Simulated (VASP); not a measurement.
# ZrO2 (Cubic zirconia) (Fm-3m) in VASP: notebook

Runs on ZrO2 (Cubic zirconia). Level: PBEsol. Tasks: single point.

All numbers are computed with VASP 6.6.1; they aren't measurements. Logs are shortened: lines on timing, memory, paths and dates and some standing lists are left out, and cuts for length are marked.

### Step 1. The cell of the first run

The structure is cubic, space group Fm-3m (No. 225). The conventional cell has a = 4.967 Å, b = 4.967 Å, c = 4.967 Å, α = 90.00°, β = 90.00°, γ = 90.00°. Zr (site symmetry m-3m) has 8 O at 2.15 Å within 2.8 Å. O (site symmetry -43m) has 4 Zr at 2.15 Å and 6 O at 2.48 Å within 2.8 Å.

### Step 2. Single point, PBEsol

Input file INCAR:

```
SYSTEM = ZrO2
PREC = Accurate
ENCUT = 600
EDIFF = 1E-6
ISMEAR = 0
SIGMA = 0.01
LREAL = .False.
LASPH = .True.
NELM = 120
ALGO = Normal
ISIF = 2
LWAVE = .False.
LCHARG = .False.
GGA = PS
NBANDS = 19
GGA_COMPAT = .False.
```

Input file KPOINTS:

```
Automatic mesh
0
Gamma
  6 6 6
  0 0 0
```

Input file POSCAR:

```
ZrO2
1.0
    0.0000000000      2.4832507856      2.4832507856
    2.4832507856      0.0000000000      2.4832507856
    2.4832507856      2.4832507856      0.0000000000
Zr O
1 2
Direct
    0.0000000000      0.0000000000      0.0000000000
    0.2500000000      0.2500000000      0.2500000000
    0.7500000000      0.7500000000      0.7500000000
```

Potentials or basis: VASP PAW PBE potentials, release 64 (Zr_sv, O).

Started as:

```bash
$ cat potpaw_PBE.64/Zr_sv/POTCAR potpaw_PBE.64/O/POTCAR > POTCAR
$ mpirun -np 1 vasp_std > vasp.out
```

OUTCAR:

```text
SYSTEM = ZrO2
   PREC = Accurate
   ENCUT = 600
   EDIFF = 1E-6
   ISMEAR = 0
   LREAL = .False.
   LASPH = .True.
   NELM = 120
   ISIF = 2
   GGA = PS

 ion  position               nearest neighbor table
   1  0.000  0.000  0.000-   3 2.15   3 2.15   3 2.15   2 2.15   3 2.15   2 2.15   2 2.15   2 2.15

   2  0.250  0.250  0.250-   1 2.15   1 2.15   1 2.15   1 2.15
   3  0.750  0.750  0.750-   1 2.15   1 2.15   1 2.15   1 2.15

  LATTYP: Found a face centered cubic cell.
 ALAT       =     4.9665015712

  Lattice vectors:

 A1 = (   0.0000000000,   2.4832507856,   2.4832507856)
 A2 = (   2.4832507856,   0.0000000000,   2.4832507856)
 A3 = (   2.4832507856,   2.4832507856,   0.0000000000)

Analysis of symmetry for initial positions (statically):
=====================================================================
 Subroutine PRICEL returns:
 Original cell was already a primitive cell.

 Routine SETGRP: Setting up the symmetry group for a
 face centered cubic supercell.

 Subroutine GETGRP returns: Found 48 space group operations
 (whereof 48 operations were pure point group operations)
 out of a pool of 48 trial point group operations.

The static configuration has the point symmetry O_h .

Analysis of symmetry for dynamics (positions and initial velocities):
=====================================================================
 Subroutine PRICEL returns:
 Original cell was already a primitive cell.

 Routine SETGRP: Setting up the symmetry group for a
 face centered cubic supercell.

 Subroutine GETGRP returns: Found 48 space group operations
 (whereof 48 operations were pure point group operations)
 out of a pool of 48 trial point group operations.

The dynamic configuration has the point symmetry O_h .

 Subroutine INISYM returns: Found 48 space group operations
 (whereof 48 operations are pure point group operations),
 and found     1 'primitive' translations

----------------------------------------------------------------------------------------

                                     Primitive cell

  volume of cell :      30.6261

  direct lattice vectors                    reciprocal lattice vectors
     0.000000000  2.483250786  2.483250786    -0.201348975  0.201348975  0.201348975
     2.483250786  0.000000000  2.483250786     0.201348975 -0.201348975  0.201348975
     2.483250786  2.483250786  0.000000000     0.201348975  0.201348975 -0.201348975

  length of vectors
     3.511846940  3.511846940  3.511846940     0.348746655  0.348746655  0.348746655

  position of ions in fractional coordinates (direct lattice)
     0.000000000  0.000000000  0.000000000
     0.250000000  0.250000000  0.250000000
     0.750000000  0.750000000  0.750000000

  ion indices of the primitive-cell ions
   primitive index   ion index
                 1           1
                 2           2
                 3           3

----------------------------------------------------------------------------------------

 KPOINTS: Automatic mesh

Automatic generation of k-mesh.
 Grid dimensions read from file:
 generate k-points for:    6    6    6

 Generating k-lattice:

  Cartesian coordinates                     Fractional coordinates (reciprocal lattice)
    -0.033558162  0.033558162  0.033558162     0.166666667  0.000000000  0.000000000
     0.033558162 -0.033558162  0.033558162     0.000000000  0.166666667  0.000000000
     0.033558162  0.033558162 -0.033558162     0.000000000  0.000000000  0.166666667

  Length of vectors
     0.058124442  0.058124442  0.058124442

  Shift w.r.t. Gamma in fractional coordinates (k-lattice)
     0.000000000  0.000000000  0.000000000

 Subroutine IBZKPT returns following result:
 ===========================================

 Found     16 irreducible k-points:

 Following reciprocal coordinates:
            Coordinates               Weight
  0.000000  0.000000  0.000000      1.000000
  0.166667  0.000000  0.000000      8.000000
  0.333333  0.000000  0.000000      8.000000
  0.500000  0.000000  0.000000      4.000000
  0.166667  0.166667  0.000000      6.000000
  0.333333  0.166667  0.000000     24.000000
[... 8 lines left out ...]
 -0.333333  0.333333  0.166667     24.000000
 -0.333333  0.500000  0.166667     12.000000
   k-points           NKPTS =     16   k-points in BZ     NKDIM =     16   number of bands    NBANDS=     19
   number of dos      NEDOS =    301   number of ions     NIONS =      3
   total plane-waves  NPLWV =  21952
   dimension x,y,z NGX =    28 NGY =   28 NGZ =   28
   dimension x,y,z NGXF=    56 NGYF=   56 NGZF=   56
   ions per type =               1   2
   NGX,Y,Z   is equivalent  to a cutoff of  13.25, 13.25, 13.25 a.u.
   NGXF,Y,Z  is equivalent  to a cutoff of  26.51, 26.51, 26.51 a.u.
 SYSTEM =  ZrO2
   PREC   = accura    normal or accurate (medium, high low for compatibility)
   ISTART =      0    job   : 0-new  1-cont  2-samecut
   ICHARG =      2    charge: 1-file 2-atom 10-const
   ISPIN  =      1    spin polarized calculation?
   LNONCOLLINEAR =      F non collinear calculations
   LSORBIT =      F    spin-orbit coupling
   LASPH  =      T    aspherical Exc in radial PAW
   ENCUT  =  600.0 eV  44.10 Ry    6.64 a.u.   7.01  7.01  7.01*2*pi/ulx,y,z
   NELM   =    120;   NELMIN=  2; NELMDL= -5     # of ELM steps
   EDIFF  = 0.1E-05   stopping-criterion for ELM
   LREAL  =      F    real-space projection
   EDIFFG = 0.1E-04   stopping-criterion for IOM
   NSW    =      0    number of steps for IOM
   IBRION =     -1    ionic relax: 0-MD 1-quasi-New 2-CG
   NFREE  =      0    steps in history (QN), initial steepest desc. (CG)
   ISIF   =      2    stress and relaxation
   ISYM   =      2    0-nonsym 1-usesym 2-fastsym
   POTIM  = 0.5000    time-step for ionic-motion
   TEBEG  =    0.0;   TEEND  =   0.0 temperature during run
   PSTRESS=    0.0 pullay stress
   NELECT =      24.0000    total number of electrons
   NUPDOWN=      -1.0000    fix difference up-down
   EMIN   =  10.00;   EMAX   =-10.00  energy-range for DOS
   EFERMI =   0.00;   METHOD = LEGACY
   ISMEAR =     0;   SIGMA  =   0.01  broadening in eV -4-tet -1-fermi 0-gaus
   EFERMI_NEDOS =   21; number of points for ismear=-14 and -15
   IALGO  =     38    algorithm
   IMIX   =      4    mixing-type and parameters
     AMIX     =   0.40;   BMIX     =  1.00
     AMIX_MAG =   1.60;   BMIX_MAG =  1.00
  volume/ion in A,a.u.               =      10.21        68.89
  Fermi-wavevector in a.u.,A,eV,Ry     =   1.509320  2.852201 30.994710  2.278047
  Thomas-Fermi vector in A             =   2.619658
   LORBIT       =      0    0 simple, 1 ext, 2 COOP (PROOUT), +10 PAW based schemes
   GGA     = PS    functional components
   LHFCALC =     F    Hartree Fock is set to
   AEXX    =    0.0000 exact exchange contribution
   IVDW    =     0    specifies the selected vdW correction
   LEPSILON=     F    determine dielectric tensor
   LRPA    =     F    only Hartree local field effects (RPA)
 non-spin polarized calculation
 Gauss-broadening in eV      SIGMA  =   0.01
  energy-cutoff  :      600.00
  volume of cell :       30.63
 maximum number of plane-waves:      1034
   NGX = 13   NGY = 13   NGZ = 13

 number of electron      24.0000007 magnetization

 Free energy of the ion-electron system (eV)
  ---------------------------------------------------
  ext. energy  EPLUGINS =         0.00000000
  ---------------------------------------------------
  free energy    TOTEN  =       -29.82848383 eV

  energy without entropy =      -29.82848383  energy(sigma->0) =      -29.82848383

 E-fermi :   8.0119     XC(G=0): -12.4580

 val. band max:        7.9463643825   @ k =   0.5000   0.5000   0.0000
 cond. band min:      11.4176680665   @ k =   0.0000   0.0000   0.0000
 fundamental gap:      3.4713036840
 Fermi energy:         8.0119474136

 k-point     1 :       0.0000    0.0000    0.0000
  band No.  band energies     occupation
      1     -39.6672      2.00000
      2     -17.5358      2.00000
      3     -17.5358      2.00000
      4     -17.5358      2.00000
      5     -10.5496      2.00000
      6      -7.6635      2.00000
[... 11 lines left out ...]
     18      18.2691      0.00000
     19      22.7214      0.00000

 k-point     2 :       0.1667    0.0000    0.0000
  band No.  band energies     occupation
      1     -39.6496      2.00000
      2     -17.8113      2.00000
      3     -17.5606      2.00000
      4     -17.5606      2.00000
      5     -10.0918      2.00000
      6      -7.9682      2.00000
[... 11 lines left out ...]
     18      17.8262      0.00000
     19      22.3086      0.00000

 k-point     3 :       0.3333    0.0000    0.0000
  band No.  band energies     occupation
      1     -39.6141      2.00000
      2     -18.2909      2.00000
      3     -17.6096      2.00000
      4     -17.6096      2.00000
      5      -9.5175      2.00000
      6      -8.1341      2.00000
[... 11 lines left out ...]
     18      17.8058      0.00000
     19      21.9838      0.00000

 k-point     4 :       0.5000    0.0000    0.0000
  band No.  band energies     occupation
      1     -39.5962      2.00000
      2     -18.5046      2.00000
      3     -17.6338      2.00000
      4     -17.6338      2.00000
      5      -9.5271      2.00000
      6      -7.8688      2.00000
[... 231 lines left out ...]
     18      19.1559      0.00000
     19      23.5754      0.00000

 k-point    15 :      -0.3333    0.3333    0.1667
  band No.  band energies     occupation
      1     -39.5785      2.00000
      2     -18.2993      2.00000
      3     -18.0720      2.00000
      4     -17.7307      2.00000
      5      -8.7394      2.00000
      6      -8.3332      2.00000
[... 11 lines left out ...]
     18      19.6613      0.00000
     19      23.9518      0.00000

 k-point    16 :      -0.3333    0.5000    0.1667
  band No.  band energies     occupation
      1     -39.5727      2.00000
      2     -18.3977      2.00000
      3     -18.0005      2.00000
      4     -17.7862      2.00000
      5      -8.7867      2.00000
      6      -8.1897      2.00000
[... 11 lines left out ...]
     18      20.8715      0.00000
     19      23.5663      0.00000

------------------------ aborting loop because EDIFF is reached ----------------------------------------

  FORCE on cell =-STRESS in cart. coord.  units (eV):
  Direction    XX          YY          ZZ          XY          YZ          ZX
  --------------------------------------------------------------------------------------
  -------------------------------------------------------------------------------------
  Total        3.2801804      3.2801804      3.2801804      0.0000000      0.0000000      0.0000000
  in kB      171.5997167    171.5997167    171.5997167      0.0000000      0.0000000      0.0000000
  external PRESSURE =     171.5997167 kB  Pullay stress =       0.0000000 kB

 VOLUME and BASIS-vectors are now :
 -----------------------------------------------------------------------------
  energy-cutoff  :      600.00
  volume of cell :       30.63
      direct lattice vectors                 reciprocal lattice vectors
     0.000000000  2.483250786  2.483250786    -0.201348975  0.201348975  0.201348975
     2.483250786  0.000000000  2.483250786     0.201348975 -0.201348975  0.201348975
     2.483250786  2.483250786  0.000000000     0.201348975  0.201348975 -0.201348975

 POSITION                                       TOTAL-FORCE (eV/Angst)
 -----------------------------------------------------------------------------------
      0.00000      0.00000      0.00000         0.000000      0.000000     -0.000000
      1.24163      1.24163      1.24163        -0.000000     -0.000000     -0.000000
      3.72488      3.72488      3.72488         0.000000      0.000000      0.000000
 -----------------------------------------------------------------------------------
    total drift:                                0.000000      0.000000      0.000000

  FREE ENERGIE OF THE ION-ELECTRON SYSTEM (eV)
  ---------------------------------------------------
  free  energy   TOTEN  =       -29.8284838344 eV

  energy  without entropy=      -29.8284838344  energy(sigma->0) =      -29.82848383
```

Run time: 6.3 s. Hardware: 1 thread of Intel Xeon 6975P-C (Granite Rapids), shared host; peak memory 0.16 GiB.

Results:

- Free energy: -29.8285 eV
- Pressure: 17.2 GPa
- Band gap on the k mesh: 3.47 eV, indirect (least direct gap 3.96 eV)

Levels at points of the mesh, in eV from the valence-band top:
```csv
k point,band 8,band 9,band 10,band 11,band 12,band 13,band 14,band 15,band 16,band 17
"(0.00, 0.00, 0.00)",-5.73,-5.73,-0.57,-0.57,-0.57,3.47,3.47,6.92,10.32,10.32
"(0.50, 0.00, 0.00)",-4.64,-2.71,-2.57,-1.72,-1.72,4.22,4.22,6.79,9.03,9.28
"(0.50, 0.50, 0.00)",-3.29,-3.29,-1.63,-1.63,0.00,3.97,5.10,6.52,7.94,7.94
```

Caveat: the PAW data sets were made with another functional, which shifts forces and pressure a little.

### Step 3. Single point, PBEsol

This run uses another cell than the first one, of 10.43 Å³/atom, 1.021 times its volume.

Input file INCAR:

```
PREC     = Accurate       # precision mode
ENCUT    = 600            # plane-wave cutoff, eV
EDIFF    = 1E-6           # SCF threshold, eV
ISMEAR   = 0              # smearing method
SIGMA    = 0.01           # smearing width, eV
LREAL    = F              # projectors in reciprocal space
LASPH    = T              # aspherical terms in the spheres
NELM     = 120            # most SCF steps
ALGO     = Normal         # electronic algorithm
ISIF     = 2              # what is computed and relaxed
LWAVE    = F              # write WAVECAR
LCHARG   = F              # write CHGCAR
GGA      = PS             # functional
NBANDS   = 19             # bands
GGA_COMPAT= F
```

Input file KPOINTS:

```
Automatic mesh
0
Gamma
  6 6 6
```

Input file POSCAR:

```
ZrO2
1.0
    0.0000000000      2.5007390434      2.5007390434
    2.5007390434      0.0000000000      2.5007390434
    2.5007390434      2.5007390434      0.0000000000
Zr O
1 2
Direct
    0.0000000000      0.0000000000      0.0000000000
    0.2500000000      0.2500000000      0.2500000000
    0.7500000000      0.7500000000      0.7500000000
```

Potentials or basis: VASP PAW PBE potentials, release 64 (Zr_sv, O).

Started as:

```bash
$ cat potpaw_PBE.64/Zr_sv/POTCAR potpaw_PBE.64/O/POTCAR > POTCAR
$ mpirun -np 1 vasp_std > vasp.out
```

Wall time 6.9 s (1 thread of Intel Xeon 6975P-C (Granite Rapids), shared host); peak memory 0.15 GiB.

It converged, with:

- Free energy: -29.8867 eV
- Pressure: 10.6 GPa
- Band gap on the k mesh: 3.42 eV, indirect (least direct gap 3.89 eV)

Levels at points of the mesh, in eV from the valence-band top:
```csv
k point,band 8,band 9,band 10,band 11,band 12,band 13,band 14,band 15,band 16,band 17
"(0.00, 0.00, 0.00)",-5.60,-5.60,-0.56,-0.56,-0.56,3.42,3.42,6.76,10.05,10.05
"(0.50, 0.00, 0.00)",-4.53,-2.67,-2.55,-1.70,-1.70,4.14,4.14,6.58,8.97,9.05
"(0.50, 0.50, 0.00)",-3.26,-3.26,-1.60,-1.60,0.00,3.89,4.98,6.31,7.75,7.75
```

Caveat: the PAW data sets were made with another functional, which shifts forces and pressure a little. A k mesh can miss the band edges.

### Step 4. Single point, PBEsol

This run uses another cell than the first one, of 10.64 Å³/atom, 1.043 times its volume.

Input file INCAR:

```
ALGO = Normal
EDIFF = 1E-6
ENCUT = 600
GGA = PS
GGA_COMPAT = False
ISIF = 2
ISMEAR = 0
LASPH = True
LCHARG = False
LREAL = False
LWAVE = False
NBANDS = 19
NELM = 120
PREC = Accurate
SIGMA = 0.01
```

Input file KPOINTS:

```
k-points
0
Gamma
  6 6 6
```

Input file POSCAR:

```
ZrO2
1.0
    0.0000000000      2.5179860645      2.5179860645
    2.5179860645      0.0000000000      2.5179860645
    2.5179860645      2.5179860645      0.0000000000
Zr O
1 2
Direct
    0.0000000000      0.0000000000      0.0000000000
    0.2500000000      0.2500000000      0.2500000000
    0.7500000000      0.7500000000      0.7500000000
```

Started as:

```bash
$ cat potpaw_PBE.64/Zr_sv/POTCAR potpaw_PBE.64/O/POTCAR > POTCAR
$ mpirun -np 1 vasp_std > vasp.out
```

It took 6.7 s on 1 thread of Intel Xeon 6975P-C (Granite Rapids), shared host; peak memory 0.16 GiB.

The run converged. Its results:

```
Free energy            : -29.9195 eV
Pressure               : 4.7 GPa
Band gap on the k mesh : 3.37 eV, indirect (least direct gap 3.82 eV)
```

Levels at points of the mesh, in eV from the valence-band top:
| k point | band 8 | band 9 | band 10 | band 11 | band 12 | band 13 | band 14 | band 15 | band 16 | band 17 |
| --- | --- | --- | --- | --- | --- | --- | --- | --- | --- | --- |
| (0.00, 0.00, 0.00) | -5.48 | -5.48 | -0.55 | -0.55 | -0.55 | 3.37 | 3.37 | 6.61 | 9.79 | 9.79 |
| (0.50, 0.00, 0.00) | -4.43 | -2.63 | -2.54 | -1.69 | -1.69 | 4.06 | 4.06 | 6.39 | 8.82 | 8.82 |
| (0.50, 0.50, 0.00) | -3.23 | -3.23 | -1.57 | -1.57 | 0.00 | 3.82 | 4.87 | 6.12 | 7.57 | 7.57 |

Caveat: the PAW data sets were made with another functional, which shifts forces and pressure a little. A k mesh can miss the band edges.

### Step 5. The runs side by side

```tsv
cell	gap on the mesh (eV)	pressure (GPa)
a = 3.512 Å, angles 60.0°, 3 atoms	3.47	17.2
a = 3.537 Å, angles 60.0°, 3 atoms	3.42	10.6
a = 3.561 Å, angles 60.0°, 3 atoms	3.37	4.7
```

Alike in all rows: task single point; level PBEsol; potentials or basis VASP PAW PBE potentials, release 64 (Zr_sv, O); no spin polarisation; k mesh 6 × 6 × 6; cutoff (eV) 600; smearing gaussian 0.01 eV.

Caveats: the PAW data sets were made with another functional, which shifts forces and pressure a little.

Absolute energies hang on the potentials; compare differences alone.
